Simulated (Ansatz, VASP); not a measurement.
**Two plane-wave programs on NiO**

```xyz
2
Lattice="0.0000 2.0913 2.0913 2.0913 0.0000 2.0913 2.0913 2.0913 0.0000" Properties=species:S:1:pos:R:3 pbc="T T T"
Ni    0.0000    0.0000    0.0000
O     2.0913    2.0913    2.0913
```

Alike in both runs: task single point; functional PBEsol; k mesh 10 × 10 × 10; occupations gaussian, width 0.05 eV; collinear spin; Hubbard terms Ni d U = 7.2 eV.

|  | VASP | Ansatz |
| --- | --- | --- |
| version | VASP 6.6.1 | Ansatz 0.2.0 |
| potentials or method | VASP PAW PBE potentials, release 64 (Ni, O), cutoff 520 eV | scalar-relativistic, plane waves, PAW |
| valence electrons in the cell | 16 | 24 |

VASP gave:

| Item | Value |
| --- | --- |
| gap on the k mesh at the Fermi level (eV) | 2.79 |
| least direct gap on the mesh (eV) | 3.44 |
| pressure (GPa) | -9.6 |
| net moment per atom (μB) | 1.00 |
| size of the moment on the site where the two differ most (μB) | 1.85 |

**Question.** Which values does Ansatz return?

**Answer.** gap on the k mesh at the Fermi level (eV): 2.23; least direct gap on the mesh (eV): 3.08; pressure (GPa): 3.6; net moment per atom (μB): 1.00; size of the moment on the site where the two differ most (μB): 1.73.

VASP's potentials were made for PBE, not for PBEsol. Site moments also hang on the region over which each program counts them. The programs project onto different local orbitals, so the same U acts differently, and such runs can settle in different states. VASP's potentials hold 16 valence electrons a cell and Ansatz's 24, so a difference there can come from the potentials and not from the codes. Ansatz's warnings: stability check not made.
